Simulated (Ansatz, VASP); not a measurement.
**Two plane-wave programs on Ge**

File INCAR:

```
SYSTEM = Ge
PREC     = Accurate       ! precision mode
ENCUT    = 520            ! plane-wave cutoff, eV
EDIFF    = 1E-7           ! SCF threshold, eV
ISMEAR   = 0              ! smearing method
SIGMA    = 0.15           ! smearing width, eV
LREAL    = .False.        ! projectors in reciprocal space
LASPH    = .True.         ! aspherical terms in the spheres
NELM     = 60             ! most SCF steps
ALGO     = Normal         ! electronic algorithm
ISIF     = 2              ! what is computed and relaxed
LWAVE    = .False.        ! write WAVECAR
LCHARG   = .True.         ! write CHGCAR
GGA      = PS             ! functional
LELF     = .True.         ! ELF
LVHAR    = .True.       
NBANDS   = 21             ! bands
```

File KPOINTS:

```
Automatic mesh
0
Gamma
  20 20 20
  0 0 0
```

File POSCAR:

```
Ge
1.0
   -2.6131070648      2.6131070648      1.3764514536
    2.6131070648     -2.6131070648      1.3764514536
    2.6131070648      2.6131070648     -1.3764514536
Ge
2
Direct
    0.2500000000      0.7500000000      0.5000000000
    0.5000000000      0.5000000000      0.0000000000
```

Input for Ansatz:

```yaml
crystal:
  lattice:
    - [-2.6131070648, 2.6131070648, 1.3764514536]
    - [2.6131070648, -2.6131070648, 1.3764514536]
    - [2.6131070648, 2.6131070648, -1.3764514536]
  atoms:
    - { symbol: Ge, position: [0.25, 0.75, 0.5] }
    - { symbol: Ge, position: [0.5, 0.5, 0.0] }
basis:
  ecutwfc: 420
kpoints:
  mp_grid: { grid: [20, 20, 20] }
hamiltonian:
  xc: pbesol
scf:
  occupations: { method: gaussian, width: 0.15 }
output:
  forces: true
  stress: true
  eigenvalues: true
```

Change from the starting cell: strain +0.015 along x and y, -0.015 along z, atoms carried along.

Alike in both runs: task single point; functional PBEsol; k mesh 20 × 20 × 20; occupations gaussian, width 0.15 eV; no spin polarisation.

|  | VASP | Ansatz |
| --- | --- | --- |
| version | VASP 6.6.1 | Ansatz 0.2.0 |
| potentials or method | VASP PAW PBE potentials, release 64 (Ge_d), cutoff 520 eV | scalar-relativistic, plane waves, PAW |
| valence electrons in the cell | 28 | 28 |

```tsv
	VASP	Ansatz	Ansatz less VASP
gap on the k mesh at the Fermi level (eV)	none	none	-
pressure (GPa)	-1.7	-1.7	-0.02
traceless stress, the component that is largest in VASP (GPa)	2.12	2.10	-0.019
```

VASP's potentials were made for PBE, not for PBEsol. A gap of «none» marks a metal or a gap that the smearing closes. The functional is the same, so the differences come from potentials, cutoffs and numerics.
